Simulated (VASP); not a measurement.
# Hf (P6_3/mmc) in VASP: settings compared

The runs below take Hf through single point, with PBEsol, PBE, r2SCAN.

All numbers are computed with VASP 6.6.1; they aren't measurements. Logs are shortened: lines on timing, memory, paths and dates and some standing lists are left out, and cuts for length are marked.

## Step 1: The cell of the first run

It takes space group P6_3/mmc (No. 194, hexagonal). The conventional cell has a = 3.158 Å, b = 3.158 Å, c = 5.005 Å, α = 90.00°, β = 90.00°, γ = 120.00°. Within 4.1 Å of Hf (site symmetry -6m2) lie 12 Hf at 3.10 to 3.16 Å.

## Step 2: Single point, PBEsol

INCAR

```
PREC = Accurate
ENCUT = 520
EDIFF = 1E-6
ISMEAR = -1
SIGMA = 0.05
LREAL = F
LASPH = T
NELM = 100
ALGO = Normal
ISIF = 2
LWAVE = F
LCHARG = F
GGA = PS
NBANDS = 17
```

KPOINTS

```
regular mesh
0
Gamma
  9 9 5
```

POSCAR

```
Hf
1.0
    3.1575540000      0.0000000000      0.0000000000
   -1.5787770000      2.7345220000      0.0000000000
    0.0000000000      0.0000000000      5.0052990000
Hf
2
Direct
    0.3333330000      0.6666670000      0.2500000000
    0.6666670000      0.3333330000      0.7500000000
```

Potentials or basis: VASP PAW PBE potentials, release 64 (Hf_pv).

Run with:

```sh
> cat potpaw_PBE.64/Hf_pv/POTCAR > POTCAR
> mpirun -np 1 vasp_std > vasp.out
```

OUTCAR:

```text
PREC = Accurate
   ENCUT = 520
   EDIFF = 1E-6
   ISMEAR = -1
   LREAL = F
   LASPH = T
   NELM = 100
   ISIF = 2
   GGA = PS

 ion  position               nearest neighbor table
   1  0.333  0.667  0.250-   2 3.10   2 3.10   2 3.10   2 3.10   2 3.10   2 3.10
   2  0.667  0.333  0.750-   1 3.10   1 3.10   1 3.10   1 3.10   1 3.10   1 3.10

  LATTYP: Found a hexagonal cell.
 ALAT       =     3.1575540000
 C/A-ratio  =     1.5851823912

  Lattice vectors:

 A1 = (   3.1575540000,   0.0000000000,   0.0000000000)
 A2 = (  -1.5787770000,   2.7345220000,   0.0000000000)
 A3 = (   0.0000000000,   0.0000000000,   5.0052990000)

Analysis of symmetry for initial positions (statically):
=====================================================================
 Subroutine PRICEL returns:
 Original cell was already a primitive cell.

 Routine SETGRP: Setting up the symmetry group for a
 hexagonal supercell.

 Subroutine GETGRP returns: Found 24 space group operations
 (whereof 12 operations were pure point group operations)
 out of a pool of 24 trial point group operations.

The static configuration has the point symmetry D_3d.
 The point group associated with its full space group is D_6h.

Analysis of symmetry for dynamics (positions and initial velocities):
=====================================================================
 Subroutine PRICEL returns:
 Original cell was already a primitive cell.

 Routine SETGRP: Setting up the symmetry group for a
 hexagonal supercell.

 Subroutine GETGRP returns: Found 24 space group operations
 (whereof 12 operations were pure point group operations)
 out of a pool of 24 trial point group operations.

The dynamic configuration has the point symmetry D_3d.
 The point group associated with its full space group is D_6h.

 Subroutine INISYM returns: Found 24 space group operations
 (whereof 12 operations are pure point group operations),
 and found     1 'primitive' translations

----------------------------------------------------------------------------------------

                                     Primitive cell

  volume of cell :      43.2178

  direct lattice vectors                    reciprocal lattice vectors
     3.157554000  0.000000000  0.000000000     0.316700839  0.182847313  0.000000000
    -1.578777000  2.734522000  0.000000000     0.000000000  0.365694626  0.000000000
     0.000000000  0.000000000  5.005299000     0.000000000  0.000000000  0.199788264

  length of vectors
     3.157554000  3.157554019  5.005299000     0.365694628  0.365694626  0.199788264

  position of ions in fractional coordinates (direct lattice)
     0.333333000  0.666667000  0.250000000
     0.666667000  0.333333000  0.750000000

  ion indices of the primitive-cell ions
   primitive index   ion index
                 1           1
                 2           2

----------------------------------------------------------------------------------------

 KPOINTS: regular mesh

Automatic generation of k-mesh.
 Grid dimensions read from file:
 generate k-points for:    9    9    5

 Generating k-lattice:

  Cartesian coordinates                     Fractional coordinates (reciprocal lattice)
     0.035188982  0.020316368  0.000000000     0.111111111 -0.000000000  0.000000000
     0.000000000  0.040632736  0.000000000     0.000000000  0.111111111  0.000000000
     0.000000000  0.000000000  0.039957653     0.000000000  0.000000000  0.200000000

  Length of vectors
     0.040632736  0.040632736  0.039957653

  Shift w.r.t. Gamma in fractional coordinates (k-lattice)
     0.000000000  0.000000000  0.000000000

 Subroutine IBZKPT returns following result:
 ===========================================

 Found     36 irreducible k-points:

 Following reciprocal coordinates:
            Coordinates               Weight
  0.000000  0.000000  0.000000      1.000000
  0.111111  0.000000  0.000000      6.000000
  0.222222  0.000000  0.000000      6.000000
  0.333333  0.000000  0.000000      6.000000
  0.444444  0.000000  0.000000      6.000000
  0.111111  0.111111  0.000000      6.000000
[... 16 lines left out ...]
  0.333333  0.222222  0.200000     24.000000
  0.333333  0.333333  0.200000      4.000000
 [... further k-points ...]
   k-points           NKPTS =     36   k-points in BZ     NKDIM =     36   number of bands    NBANDS=     17
   number of dos      NEDOS =    301   number of ions     NIONS =      2
   total plane-waves  NPLWV =  23040
   dimension x,y,z NGX =    24 NGY =   24 NGZ =   40
   dimension x,y,z NGXF=    48 NGYF=   48 NGZF=   80
   ions per type =               2
   NGX,Y,Z   is equivalent  to a cutoff of  12.64, 12.64, 13.29 a.u.
   NGXF,Y,Z  is equivalent  to a cutoff of  25.27, 25.27, 26.57 a.u.
 SYSTEM =  unknown system
   PREC   = accura    normal or accurate (medium, high low for compatibility)
   ISTART =      0    job   : 0-new  1-cont  2-samecut
   ICHARG =      2    charge: 1-file 2-atom 10-const
   ISPIN  =      1    spin polarized calculation?
   LNONCOLLINEAR =      F non collinear calculations
   LSORBIT =      F    spin-orbit coupling
   LASPH  =      T    aspherical Exc in radial PAW
   ENCUT  =  520.0 eV  38.22 Ry    6.18 a.u.   5.87  5.87  9.31*2*pi/ulx,y,z
   NELM   =    100;   NELMIN=  2; NELMDL= -5     # of ELM steps
   EDIFF  = 0.1E-05   stopping-criterion for ELM
   LREAL  =      F    real-space projection
   EDIFFG = 0.1E-04   stopping-criterion for IOM
   NSW    =      0    number of steps for IOM
   IBRION =     -1    ionic relax: 0-MD 1-quasi-New 2-CG
   NFREE  =      0    steps in history (QN), initial steepest desc. (CG)
   ISIF   =      2    stress and relaxation
   ISYM   =      2    0-nonsym 1-usesym 2-fastsym
   POTIM  = 0.5000    time-step for ionic-motion
   TEBEG  =    0.0;   TEEND  =   0.0 temperature during run
   PSTRESS=    0.0 pullay stress
   NELECT =      20.0000    total number of electrons
   NUPDOWN=      -1.0000    fix difference up-down
   EMIN   =  10.00;   EMAX   =-10.00  energy-range for DOS
   EFERMI =   0.00;   METHOD = LEGACY
   ISMEAR =    -1;   SIGMA  =   0.05  broadening in eV -4-tet -1-fermi 0-gaus
   EFERMI_NEDOS =   21; number of points for ismear=-14 and -15
   IALGO  =     38    algorithm
   IMIX   =      4    mixing-type and parameters
     AMIX     =   0.40;   BMIX     =  1.00
     AMIX_MAG =   1.60;   BMIX_MAG =  1.00
  volume/ion in A,a.u.               =      21.61       145.82
  Fermi-wavevector in a.u.,A,eV,Ry     =   1.266283  2.392928 21.816567  1.603472
  Thomas-Fermi vector in A             =   2.399492
   LORBIT       =      0    0 simple, 1 ext, 2 COOP (PROOUT), +10 PAW based schemes
   GGA     = PS    functional components
   LHFCALC =     F    Hartree Fock is set to
   AEXX    =    0.0000 exact exchange contribution
   IVDW    =     0    specifies the selected vdW correction
   LEPSILON=     F    determine dielectric tensor
   LRPA    =     F    only Hartree local field effects (RPA)
 non-spin polarized calculation
  energy-cutoff  :      520.00
  volume of cell :       43.22
 maximum number of plane-waves:      1182
 NGX is ok and might be reduce to    24
   NGX = 11   NGY = 11   NGZ = 19

 number of electron      19.9999996 magnetization

 Free energy of the ion-electron system (eV)
  ---------------------------------------------------
  ext. energy  EPLUGINS =         0.00000000
  ---------------------------------------------------
  free energy    TOTEN  =       -21.01792710 eV

  energy without entropy =      -21.00736748  energy(sigma->0) =      -21.01264729

 E-fermi :   5.0345     XC(G=0): -11.5505

 val. band max:        4.9661817522   @ k =   0.0000   0.0000   0.4000
 cond. band min:       5.0936307210   @ k =   0.3333   0.2222   0.4000
 fundamental gap:      0.1274489688
 Fermi energy:         5.0344587602

 k-point     1 :       0.0000    0.0000    0.0000
  band No.  band energies     occupation
      1     -26.0091      2.00000
      2     -25.1628      2.00000
      3     -25.1628      2.00000
      4     -25.0324      2.00000
      5     -25.0205      2.00000
      6     -25.0205      2.00000
[... 9 lines left out ...]
     16       7.7058      0.00000
     17      10.5176      0.00000

 k-point     2 :       0.1111    0.0000    0.0000
  band No.  band energies     occupation
      1     -25.9734      2.00000
      2     -25.2394      2.00000
      3     -25.1882      2.00000
      4     -25.1009      2.00000
      5     -25.0488      2.00000
      6     -25.0309      2.00000
[... 9 lines left out ...]
     16       7.3855      0.00000
     17      10.7971      0.00000

 k-point     3 :       0.2222    0.0000    0.0000
  band No.  band energies     occupation
      1     -25.8748      2.00000
      2     -25.4331      2.00000
      3     -25.2952      2.00000
      4     -25.2492      2.00000
      5     -25.0983      2.00000
      6     -25.0596      2.00000
[... 9 lines left out ...]
     16       8.3793      0.00000
     17      11.2618      0.00000

 k-point     4 :       0.3333    0.0000    0.0000
  band No.  band energies     occupation
      1     -25.7389      2.00000
      2     -25.6523      2.00000
      3     -25.5020      2.00000
      4     -25.3148      2.00000
      5     -25.1779      2.00000
      6     -25.0949      2.00000
[... 9 lines left out ...]
     16       9.8232      0.00000
     17      11.5719      0.00000
[... 343 lines left out ...]
      1     -25.7552      2.00000
      2     -25.6602      2.00000
      3     -25.4557      2.00000
      4     -25.4063      2.00000
      5     -25.2358      2.00000
      6     -25.1770      2.00000
[... 9 lines left out ...]
     16      10.5823      0.00000
     17      11.7240      0.00000

 k-point    23 :       0.3333    0.2222    0.2000
  band No.  band energies     occupation
      1     -25.7669      2.00000
      2     -25.6817      2.00000
      3     -25.5356      2.00000
      4     -25.3899      2.00000
      5     -25.3178      2.00000
      6     -25.2295      2.00000
[... 9 lines left out ...]
     16      11.2747      0.00000
     17      11.8954      0.00000

 k-point    24 :       0.3333    0.3333    0.2000
  band No.  band energies     occupation
      1     -25.6638      2.00000
      2     -25.6635      2.00000
      3     -25.6635      2.00000
      4     -25.4108      2.00000
      5     -25.3019      2.00000
      6     -25.3019      2.00000
[... 9 lines left out ...]
     16      10.5007      0.00000
     17      11.4219      0.00000

 [... further k-points ...]

------------------------ aborting loop because EDIFF is reached ----------------------------------------

  FORCE on cell =-STRESS in cart. coord.  units (eV):
  Direction    XX          YY          ZZ          XY          YZ          ZX
  --------------------------------------------------------------------------------------
  -------------------------------------------------------------------------------------
  Total       -0.1019130     -0.1019130     -0.2115373      0.0000000      0.0000000      0.0000000
  in kB       -3.7781384     -3.7781384     -7.8421531      0.0000000      0.0000000      0.0000000
  external PRESSURE =      -5.1328100 kB  Pullay stress =       0.0000000 kB

 VOLUME and BASIS-vectors are now :
 -----------------------------------------------------------------------------
  energy-cutoff  :      520.00
  volume of cell :       43.22
      direct lattice vectors                 reciprocal lattice vectors
     3.157554000  0.000000000  0.000000000     0.316700839  0.182847313  0.000000000
    -1.578777000  2.734522000  0.000000000     0.000000000  0.365694626  0.000000000
     0.000000000  0.000000000  5.005299000     0.000000000  0.000000000  0.199788264

 POSITION                                       TOTAL-FORCE (eV/Angst)
 -----------------------------------------------------------------------------------
     -0.00000      1.82302      1.25132         0.000000      0.000000      0.000000
      1.57878      0.91151      3.75397        -0.000000      0.000000      0.000000
 -----------------------------------------------------------------------------------
    total drift:                                0.000063     -0.000036      0.000087

  FREE ENERGIE OF THE ION-ELECTRON SYSTEM (eV)
  ---------------------------------------------------
  free  energy   TOTEN  =       -21.0179270956 eV

  energy  without entropy=      -21.0073674785  energy(sigma->0) =      -21.01264729
```

It took 11 s on 1 thread of Intel Xeon Platinum 8559C (Emerald Rapids), shared host; peak memory 0.16 GiB.

Results:

- Free energy: -21.0179 eV
- Pressure: -0.5 GPa
- Band gap on the k mesh: zero (band 10 reaches 6.18 eV, above the bottom of band 11 at 4.66 eV)

Stress tensor (GPa, compression positive):
```
-0.38  0.00  0.00
 0.00 -0.38  0.00
 0.00  0.00 -0.78
```

Caveat: the PAW data sets were made with another functional, which shifts forces and pressure a little; spin-orbit coupling is left out, which moves the levels of the heavy elements.

## Step 3: Single point, PBE

INCAR

```
SYSTEM = Hf
  PREC = Accurate
  ENCUT = 520
  EDIFF = 1E-7
  ISMEAR = -1
  SIGMA = 0.05
  LREAL = .False.
  LASPH = .True.
  NELM = 80
  ALGO = Normal
  ISIF = 2
  LWAVE = .False.
  LCHARG = .False.
  GGA = PE
  NBANDS = 17
```

KPOINTS

```
Automatic mesh
0
Gamma
  9 9 5
  0 0 0
```

POSCAR is that of step 2.

Potentials or basis: VASP PAW PBE potentials, release 64 (Hf_pv).

Run with:

```sh
> cat potpaw_PBE.64/Hf_pv/POTCAR > POTCAR
> mpirun -np 1 vasp_std > vasp.out
```

Wall time 11 s (1 thread of Intel Xeon Platinum 8559C (Emerald Rapids), shared host); peak memory 0.17 GiB.

Results (log left out):

* Free energy: -19.8390 eV
* Pressure: 4.2 GPa
* Band gap on the k mesh: zero (band 10 reaches 6.36 eV, above the bottom of band 11 at 4.81 eV)

Stress tensor (GPa, compression positive):
```
4.38 0.00 0.00
0.00 4.38 0.00
0.00 0.00 3.97
```

Levels at points of the mesh, in eV from the Fermi level:
| k point | band 6 | band 7 | band 8 | band 9 | band 10 | band 11 | band 12 | band 13 | band 14 | band 15 |
| --- | --- | --- | --- | --- | --- | --- | --- | --- | --- | --- |
| (0.00, 0.00, 0.00) | -30.10 | -7.53 | -3.85 | 0.72 | 1.16 | 1.16 | 1.43 | 2.02 | 2.02 | 2.69 |

Caveat: spin-orbit coupling is left out, which moves the levels of the heavy elements.

## Step 4: Single point, r2SCAN

POSCAR is that of step 3.

INCAR.step1

```
ALGO = Normal
EDIFF = 1E-4
ENCUT = 520
GGA = PE
ISMEAR = -1
LASPH = True
LCHARG = False
LREAL = False
LWAVE = True
NBANDS = 17
NELM = 100
PREC = Accurate
SIGMA = 0.05
```

INCAR.step2

```
ALGO = Normal
EDIFF = 1E-7
ENCUT = 520
ISIF = 2
ISMEAR = -1
ISTART = 1
LASPH = True
LCHARG = True
LELF = True
LMIXTAU = True
LREAL = False
LVHAR = True
LWAVE = False
METAGGA = R2SCAN
NBANDS = 17
NELM = 100
PREC = Accurate
SIGMA = 0.05
```

KPOINTS

```
k-points
0
Gamma
  9 9 5
```

Potentials or basis: VASP PAW PBE potentials, release 64 (Hf_pv).

Run with:

```sh
> cat potpaw_PBE.64/Hf_pv/POTCAR > POTCAR
> cp INCAR.step1 INCAR
> mpirun -np 1 vasp_std > vasp.out
> cp INCAR.step2 INCAR
> mpirun -np 1 vasp_std > vasp.out
```

OUTCAR:

```text
EDIFF = 1E-7
   ENCUT = 520
   ISIF = 2
   ISMEAR = -1
   ISTART = 1
   LASPH = True
   LREAL = False
   METAGGA = R2SCAN
   NELM = 100
   PREC = Accurate

 ion  position               nearest neighbor table
   1  0.333  0.667  0.250-   2 3.10   2 3.10   2 3.10   2 3.10   2 3.10   2 3.10
   2  0.667  0.333  0.750-   1 3.10   1 3.10   1 3.10   1 3.10   1 3.10   1 3.10

  LATTYP: Found a hexagonal cell.
 ALAT       =     3.1575540000
 C/A-ratio  =     1.5851823912

  Lattice vectors:

 A1 = (   3.1575540000,   0.0000000000,   0.0000000000)
 A2 = (  -1.5787770000,   2.7345220000,   0.0000000000)
 A3 = (   0.0000000000,   0.0000000000,   5.0052990000)

Analysis of symmetry for initial positions (statically):
=====================================================================
 Subroutine PRICEL returns:
 Original cell was already a primitive cell.

 Routine SETGRP: Setting up the symmetry group for a
 hexagonal supercell.

 Subroutine GETGRP returns: Found 24 space group operations
 (whereof 12 operations were pure point group operations)
 out of a pool of 24 trial point group operations.

[... 163 lines left out ...]

 E-fermi :   5.0720     XC(G=0): -12.3286

 val. band max:        4.9773958730   @ k =   0.0000   0.0000   0.4000
 cond. band min:       5.0840685020   @ k =   0.3333   0.2222   0.4000
 fundamental gap:      0.1066726290
 Fermi energy:         5.0719667917

 k-point     1 :       0.0000    0.0000    0.0000
  band No.  band energies     occupation
      1     -27.1505      2.00000
      2     -26.2774      2.00000
      3     -26.2774      2.00000
      4     -26.1522      2.00000
      5     -26.1354      2.00000
      6     -26.1354      2.00000
[... 457 lines left out ...]
      4     -26.5304      2.00000
      5     -26.4245      2.00000
      6     -26.4245      2.00000
[... 9 lines left out ...]
     16      10.8506      0.00000
     17      11.9881      0.00000

 [... further k-points ...]

------------------------ aborting loop because EDIFF is reached ----------------------------------------

  FORCE on cell =-STRESS in cart. coord.  units (eV):
  Direction    XX          YY          ZZ          XY          YZ          ZX
  --------------------------------------------------------------------------------------
  -------------------------------------------------------------------------------------
  Total        0.9935797      0.9935797      0.5879165     -0.0000000      0.0000000      0.0000000
  in kB       36.8341850     36.8341856     21.7953566     -0.0000000      0.0000000      0.0000000
  external PRESSURE =      31.8212424 kB  Pullay stress =       0.0000000 kB

 VOLUME and BASIS-vectors are now :
 -----------------------------------------------------------------------------
  energy-cutoff  :      520.00
  volume of cell :       43.22
      direct lattice vectors                 reciprocal lattice vectors
     3.157554000  0.000000000  0.000000000     0.316700839  0.182847313  0.000000000
    -1.578777000  2.734522000  0.000000000     0.000000000  0.365694626  0.000000000
     0.000000000  0.000000000  5.005299000     0.000000000  0.000000000  0.199788264

 POSITION                                       TOTAL-FORCE (eV/Angst)
 -----------------------------------------------------------------------------------
     -0.00000      1.82302      1.25132        -0.000000     -0.000000      0.000000
      1.57878      0.91151      3.75397         0.000000      0.000000      0.000000
 -----------------------------------------------------------------------------------
    total drift:                                0.000064     -0.000037      0.000090

  FREE ENERGIE OF THE ION-ELECTRON SYSTEM (eV)
  ---------------------------------------------------
  free  energy   TOTEN  =       -90.2977047373 eV

  energy  without entropy=      -90.2886684096  energy(sigma->0) =      -90.29318657
```

Run time: 55 s. Hardware: 1 thread of Intel Xeon Platinum 8559C (Emerald Rapids), shared host; peak memory 0.17 GiB.

Results:

* Free energy: -90.2977 eV
* Pressure: 3.2 GPa
* Band gap on the k mesh: zero (band 10 reaches 6.42 eV, above the bottom of band 11 at 4.66 eV)

Caveat: the PAW data sets were made with another functional, which shifts forces and pressure a little; spin-orbit coupling is left out, which moves the levels of the heavy elements.

## Step 5: The runs side by side

| level | gap on the mesh (eV) | pressure (GPa) |
| --- | --- | --- |
| PBEsol | none | -0.5 |
| PBE | none | 4.2 |
| r2SCAN | none | 3.2 |

Alike in all rows: task single point; potentials or basis VASP PAW PBE potentials, release 64 (Hf_pv); no spin polarisation; cell as given; k mesh 9 × 9 × 5; cutoff (eV) 520; smearing fermi-dirac 0.05 eV.

Every run on the cell as given and a fine mesh finds a metal. The pressure there spans -0.5 GPa (PBEsol) to 4.2 GPa (PBE); a positive pressure means that this level wants a larger cell, a negative one a smaller.

Caveats: spin-orbit coupling is left out, which moves the levels of the heavy elements; the PAW data sets were made with another functional, which shifts forces and pressure a little (some runs).

Absolute energies hang on the potentials; compare differences alone.
